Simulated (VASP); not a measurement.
# Al in VASP: single point with r2SCAN

Aim: the single point of Al with r2SCAN.

All numbers are computed with VASP 6.6.1; they aren't measurements. Logs are shortened: lines on timing, memory, paths and dates and some standing lists are left out, and cuts for length are marked.

## Step 1: The cell of the first run

The cell holds a disordered packing, 11 atoms: a = 5.862 Å, b = 5.868 Å, c = 6.172 Å, α = 88.94°, β = 87.06°, γ = 110.85°.

## Step 2: Single point, r2SCAN

POSCAR reads:

```
Al
1.0
    5.7565490000     -1.0907480000      0.1735100000
   -1.0345190000      5.7755010000      0.0738070000
    0.1486820000      0.0642110000      6.1702750000
Al
11
Direct
    0.2658693695      0.1065005209      0.4038819335
    0.7711897091      0.7200135368      0.4369151587
    0.6105468255      0.4199201935      0.1095773927
    0.7849717680      0.2064633421      0.4223435786
    0.9299654036      0.0146007833      0.7596743118
    0.1189056284      0.3180523601      0.0687771111
    0.2721774970      0.5853584154      0.4186384873
    0.4489801688      0.1171769985      0.7860865928
    0.5999583231      0.9059701410      0.1056755327
    0.9273487702      0.5046353901      0.7554890647
    0.0906409299      0.7986424685      0.0862588616
```

INCAR.step1 reads:

```
ALGO = Normal
EDIFF = 1E-4
ENCUT = 520
GGA = PE
ISMEAR = 0
LASPH = T
LCHARG = F
LREAL = F
LWAVE = T
NBANDS = 28
NELM = 100
PREC = Accurate
SIGMA = 0.1
```

INCAR.step2 reads:

```
ALGO = Normal
EDIFF = 1E-6
ENCUT = 520
ISIF = 2
ISMEAR = 0
ISTART = 1
LASPH = T
LCHARG = F
LMIXTAU = T
LREAL = F
LWAVE = F
METAGGA = R2SCAN
NBANDS = 28
NELM = 100
PREC = Accurate
SIGMA = 0.1
```

KPOINTS reads:

```
k-points
0
Gamma
  6 6 6
```

Potentials or basis: VASP PAW PBE potentials, release 64 (Al).

Launch:

```sh
$ cat potpaw_PBE.64/Al/POTCAR > POTCAR
$ cp INCAR.step1 INCAR
$ mpirun -np 1 vasp_std > vasp.out
$ cp INCAR.step2 INCAR
$ mpirun -np 1 vasp_std > vasp.out
```

OUTCAR:

```text
EDIFF = 1E-6
   ENCUT = 520
   ISIF = 2
   ISMEAR = 0
   ISTART = 1
   LASPH = T
   LREAL = F
   METAGGA = R2SCAN
   NELM = 100
   PREC = Accurate

 ion  position               nearest neighbor table
   1  0.266  0.107  0.404-   8 2.63  11 2.68   6 2.72   3 2.76   5 2.78   7 2.80   4 2.90   2 2.97
                             7 3.07   4 3.07   9 3.16
   2  0.771  0.720  0.437-   5 2.64   3 2.69  10 2.69   9 2.70  11 2.71   7 2.75   4 2.83   1 2.97
                             4 3.05   7 3.30
   3  0.611  0.420  0.110-   8 2.68   2 2.69  10 2.71   4 2.71   6 2.75   1 2.76   9 2.87  11 2.89
                             9 2.99   7 3.09   6 3.24
   4  0.785  0.206  0.422-   9 2.66   5 2.66  10 2.69   3 2.71   6 2.76   8 2.82   2 2.83   1 2.90
                             7 2.93   2 3.05   1 3.07
   5  0.930  0.015  0.760-   6 2.64   2 2.64   4 2.66   9 2.71  11 2.74   1 2.78  10 2.88   8 2.90
                            10 2.99   8 3.08
   6  0.119  0.318  0.069-   5 2.64  10 2.69   7 2.69   1 2.72   3 2.75   4 2.76  11 2.89  11 2.99
                             8 3.09   9 3.13   3 3.24
   7  0.272  0.585  0.419-   6 2.69  10 2.74   2 2.75   1 2.80   9 2.81  11 2.83   4 2.93   1 3.07
                             3 3.09   2 3.30
   8  0.449  0.117  0.786-   1 2.63   9 2.66   3 2.68   4 2.82  11 2.83   5 2.90  10 2.91   5 3.08
                             6 3.09
   9  0.600  0.906  0.106-   8 2.66   4 2.66   2 2.70   5 2.71   7 2.81  11 2.83   3 2.87   3 2.99
                             6 3.13  11 3.15   1 3.16
  10  0.927  0.505  0.755-  11 2.69   2 2.69   6 2.69   4 2.69   3 2.71   7 2.74   5 2.88   8 2.91
                             5 2.99
  11  0.091  0.799  0.086-   1 2.68  10 2.69   2 2.71   5 2.74   7 2.83   8 2.83   9 2.83   6 2.89
                             3 2.89   6 2.99   9 3.15

  LATTYP: Found a triclinic cell.
 ALAT       =     5.8615435944
 B/A-ratio  =     1.6476619656
 C/A-ratio  =     2.5615352482
 COS(alpha) =     0.0071390790
 COS(beta)  =     0.5236737351
 COS(gamma) =     0.8231738930

  Lattice vectors:

 A1 = (  -5.7565490000,   1.0907480000,  -0.1735100000)
 A2 = (  -6.7910680000,   6.8662490000,  -0.0997030000)
 A3 = (  -9.5927420000,  -9.4337170000,  -6.6649090000)

Analysis of symmetry for initial positions (statically):
=====================================================================
 Subroutine PRICEL returns:
 Original cell was already a primitive cell.

 Routine SETGRP: Setting up the symmetry group for a
 triclinic supercell.

 Subroutine GETGRP returns: Found  1 space group operations
 (whereof  1 operations were pure point group operations)
 out of a pool of  2 trial point group operations.

The static configuration has the point symmetry C_1 .

Analysis of symmetry for dynamics (positions and initial velocities):
=====================================================================
 Subroutine PRICEL returns:
 Original cell was already a primitive cell.

 Routine SETGRP: Setting up the symmetry group for a
 triclinic supercell.

 Subroutine GETGRP returns: Found  1 space group operations
 (whereof  1 operations were pure point group operations)
 out of a pool of  2 trial point group operations.

The dynamic configuration has the point symmetry C_1 .

 Subroutine INISYM returns: Found  1 space group operations
 (whereof  1 operations are pure point group operations),
 and found     1 'primitive' translations

----------------------------------------------------------------------------------------

                                     Primitive cell

  volume of cell :     197.9805

  direct lattice vectors                    reciprocal lattice vectors
     5.756549000 -1.090748000  0.173510000     0.179975716  0.032297317 -0.004672886
    -1.034519000  5.775501000  0.073807000     0.034050600  0.179278690 -0.002686165
     0.148682000  0.064211000  6.170275000    -0.005468275 -0.003052689  0.162230865

  length of vectors
     5.861543594  5.867886232  6.172400098     0.182910390  0.182503445  0.162351700

  position of ions in fractional coordinates (direct lattice)
     0.265869370  0.106500521  0.403881934
     0.771189709  0.720013537  0.436915159
     0.610546826  0.419920193  0.109577393
     0.784971768  0.206463342  0.422343579
     0.929965404  0.014600783  0.759674312
     0.118905628  0.318052360  0.068777111
     0.272177497  0.585358415  0.418638487
     0.448980169  0.117176998  0.786086593
     0.599958323  0.905970141  0.105675533
     0.927348770  0.504635390  0.755489065
     0.090640930  0.798642468  0.086258862

  ion indices of the primitive-cell ions
   primitive index   ion index
                 1           1
                 2           2
                 3           3
                 4           4
                 5           5
                 6           6
                 7           7
                 8           8
                 9           9
                10          10
                11          11

----------------------------------------------------------------------------------------

 KPOINTS: k-points

Automatic generation of k-mesh.
 Grid dimensions read from file:
 generate k-points for:    6    6    6

 Generating k-lattice:

  Cartesian coordinates                     Fractional coordinates (reciprocal lattice)
     0.029995953  0.005382886 -0.000778814     0.166666667 -0.000000000  0.000000000
     0.005675100  0.029879782 -0.000447694    -0.000000000  0.166666667  0.000000000
    -0.000911379 -0.000508781  0.027038477     0.000000000  0.000000000  0.166666667

  Length of vectors
     0.030485065  0.030417241  0.027058617

  Shift w.r.t. Gamma in fractional coordinates (k-lattice)
     0.000000000  0.000000000  0.000000000

 Subroutine IBZKPT returns following result:
 ===========================================

 Found    112 irreducible k-points:

 Following reciprocal coordinates:
            Coordinates               Weight
  0.000000  0.000000  0.000000      1.000000
  0.166667 -0.000000 -0.000000      2.000000
  0.333333  0.000000  0.000000      2.000000
  0.500000 -0.000000  0.000000      1.000000
 -0.000000  0.166667 -0.000000      2.000000
  0.166667  0.166667  0.000000      2.000000
[... 16 lines left out ...]
  0.333333 -0.000000  0.166667      2.000000
  0.500000 -0.000000  0.166667      2.000000
 [... further k-points ...]
   k-points           NKPTS =    112   k-points in BZ     NKDIM =    112   number of bands    NBANDS=     28
   number of dos      NEDOS =    301   number of ions     NIONS =     11
   total plane-waves  NPLWV = 110592
   dimension x,y,z NGX =    48 NGY =   48 NGZ =   48
   dimension x,y,z NGXF=    96 NGYF=   96 NGZF=   96
   ions per type =              11
   NGX,Y,Z   is equivalent  to a cutoff of  13.61, 13.60, 12.93 a.u.
   NGXF,Y,Z  is equivalent  to a cutoff of  27.23, 27.20, 25.86 a.u.
 SYSTEM =  unknown system
   PREC   = accura    normal or accurate (medium, high low for compatibility)
   ISTART =      1    job   : 0-new  1-cont  2-samecut
   ICHARG =      0    charge: 1-file 2-atom 10-const
   ISPIN  =      1    spin polarized calculation?
   LNONCOLLINEAR =      F non collinear calculations
   LSORBIT =      F    spin-orbit coupling
   LASPH  =      T    aspherical Exc in radial PAW
   ENCUT  =  520.0 eV  38.22 Ry    6.18 a.u.  10.90 10.91 11.48*2*pi/ulx,y,z
   NELM   =    100;   NELMIN=  2; NELMDL=  0     # of ELM steps
   EDIFF  = 0.1E-05   stopping-criterion for ELM
   LREAL  =      F    real-space projection
   EDIFFG = 0.1E-04   stopping-criterion for IOM
   NSW    =      0    number of steps for IOM
   IBRION =     -1    ionic relax: 0-MD 1-quasi-New 2-CG
   NFREE  =      0    steps in history (QN), initial steepest desc. (CG)
   ISIF   =      2    stress and relaxation
   ISYM   =      2    0-nonsym 1-usesym 2-fastsym
   POTIM  = 0.5000    time-step for ionic-motion
   TEBEG  =    0.0;   TEEND  =   0.0 temperature during run
   PSTRESS=    0.0 pullay stress
   NELECT =      33.0000    total number of electrons
   NUPDOWN=      -1.0000    fix difference up-down
   EMIN   =  10.00;   EMAX   =-10.00  energy-range for DOS
   EFERMI =   0.00;   METHOD = LEGACY
   ISMEAR =     0;   SIGMA  =   0.10  broadening in eV -4-tet -1-fermi 0-gaus
   EFERMI_NEDOS =   21; number of points for ismear=-14 and -15
   IALGO  =     38    algorithm
   IMIX   =      4    mixing-type and parameters
     AMIX     =   0.40;   BMIX     =  1.00
     AMIX_MAG =   1.60;   BMIX_MAG =  1.00
  volume/ion in A,a.u.               =      18.00       121.46
  Fermi-wavevector in a.u.,A,eV,Ry     =   0.900960  1.702567 11.044232  0.811728
  Thomas-Fermi vector in A             =   2.023982
   LORBIT       =      0    0 simple, 1 ext, 2 COOP (PROOUT), +10 PAW based schemes
   METAGGA = R2SCAN    functional components
   LHFCALC =     F    Hartree Fock is set to
   AEXX    =    0.0000 exact exchange contribution
   IVDW    =     0    specifies the selected vdW correction
   LEPSILON=     F    determine dielectric tensor
   LRPA    =     F    only Hartree local field effects (RPA)
 non-spin polarized calculation
 Gauss-broadening in eV      SIGMA  =   0.10
  energy-cutoff  :      520.00
  volume of cell :      197.98
 maximum number of plane-waves:      5361
 NGX is ok and might be reduce to    48
   NGX = 21   NGY = 21   NGZ = 23

 number of electron      33.0000000 magnetization

 Free energy of the ion-electron system (eV)
  ---------------------------------------------------
  ext. energy  EPLUGINS =         0.00000000
  ---------------------------------------------------
  free energy    TOTEN  =       -72.20955053 eV

  energy without entropy =      -72.19222782  energy(sigma->0) =      -72.20088917

 E-fermi :   6.9757     XC(G=0): -10.4163

 val. band max:        6.9692354056   @ k =   0.3333  -0.0000   0.5000
 cond. band min:       6.9786432053   @ k =   0.5000   0.5000   0.5000
 fundamental gap:      0.0094077997
 Fermi energy:         6.9756546519

 k-point     1 :       0.0000    0.0000    0.0000
  band No.  band energies     occupation
      1      -4.3895      2.00000
      2      -0.4596      2.00000
      3      -0.3222      2.00000
      4       0.5081      2.00000
      5       0.6963      2.00000
      6       0.7755      2.00000
[... 20 lines left out ...]
     27      12.6074      0.00000
[... 691 lines left out ...]
      6       0.7376      2.00000
[... 20 lines left out ...]
     27      10.9888      0.00000
     28      11.2689      0.00000

 [... further k-points ...]
[... 5 lines left out ...]
  --------------------------------------------------------------------------------------
  -------------------------------------------------------------------------------------
  Total       -2.8032194     -1.8451581      4.7040253     -0.4469344     -0.0763323      1.7143280
  in kB      -22.6853332    -14.9321262     38.0677947     -3.6168612     -0.6177269     13.8733706
  external PRESSURE =       0.1501118 kB  Pullay stress =       0.0000000 kB

 VOLUME and BASIS-vectors are now :
 -----------------------------------------------------------------------------
  energy-cutoff  :      520.00
  volume of cell :      197.98
      direct lattice vectors                 reciprocal lattice vectors
     5.756549000 -1.090748000  0.173510000     0.179975716  0.032297317 -0.004672886
    -1.034519000  5.775501000  0.073807000     0.034050600  0.179278690 -0.002686165
     0.148682000  0.064211000  6.170275000    -0.005468275 -0.003052689  0.162230865

 POSITION                                       TOTAL-FORCE (eV/Angst)
 -----------------------------------------------------------------------------------
      1.48036      0.35103      2.54605         0.046761     -0.255234      0.061431
      3.75949      3.34532      2.88284         0.055868     -0.215464      0.122094
      3.09652      1.76633      0.81305        -0.010269      0.157243      0.009405
      4.36793      0.36334      2.75741        -0.079287      0.247478     -0.013922
      5.45124     -0.88125      4.84984         0.090991     -0.165437      0.054422
      0.36568      1.71163      0.46848         0.044004      0.061263     -0.087556
      1.02348      3.11074      2.67354        -0.043134      0.246461      0.067761
      2.58023      0.23751      4.93692        -0.018610      0.014886     -0.037941
      2.53216      4.58481      0.82301        -0.140740     -0.082472     -0.051445
      4.92860      1.95153      4.85973        -0.023935      0.131548     -0.091634
     -0.29161      4.51923      0.60691         0.078351     -0.140272     -0.032616
 -----------------------------------------------------------------------------------
    total drift:                               -0.000789     -0.000096     -0.001197

  FREE ENERGIE OF THE ION-ELECTRON SYSTEM (eV)
  ---------------------------------------------------
  free  energy   TOTEN  =       -72.2095505279 eV

  energy  without entropy=      -72.1922278161  energy(sigma->0) =      -72.20088917
```

Wall time 55 min (1 thread of Oxide Virtual Turin-like, shared host); peak memory 0.57 GiB.

What came out:

| Quantity | Value |
| --- | --- |
| Free energy | -72.2096 eV |
| Pressure | 0.0 GPa |
| Largest force | 0.267 eV/Å |
| Band gap on the k mesh | zero (an odd number of electrons rules out a gap without spin polarisation) |

Forces on the atoms (eV/Å):
```
Al   0.047 -0.255  0.061
Al   0.056 -0.215  0.122
Al  -0.010  0.157  0.009
Al  -0.079  0.247 -0.014
Al   0.091 -0.165  0.054
Al   0.044  0.061 -0.088
Al  -0.043  0.246  0.068
Al  -0.019  0.015 -0.038
Al  -0.141 -0.082 -0.051
Al  -0.024  0.132 -0.092
Al   0.078 -0.140 -0.033
```

Levels at points of the mesh, in eV from the Fermi level:
```tsv
k point	band 13	band 14	band 15	band 16	band 17	band 18	band 19	band 20
(0.00, 0.00, 0.00)	-2.42	-1.96	-1.73	-1.43	-1.36	-0.75	-0.11	0.02
(0.50, 0.00, 0.00)	-2.35	-2.02	-0.63	-0.37	-0.08	0.29	0.74	1.00
(0.00, 0.50, 0.00)	-2.15	-1.91	-0.62	-0.48	-0.22	0.45	0.78	0.85
(0.50, 0.50, 0.00)	-1.57	-1.40	-1.11	-0.94	1.82	1.90	2.00	2.24
(0.00, 0.00, 0.50)	-2.81	-2.72	-2.46	-0.85	1.30	1.51	1.70	1.79
(0.50, 0.00, 0.50)	-1.34	-1.21	-0.41	-0.25	0.03	0.48	0.51	0.73
(0.00, 0.50, 0.50)	-1.39	-1.20	-0.51	-0.05	0.20	0.31	0.44	0.58
(0.50, 0.50, 0.50)	-0.68	-0.57	-0.41	-0.16	0.00	0.18	0.31	0.65
```

Caveat: the PAW data sets were made with another functional, which shifts forces and pressure a little.
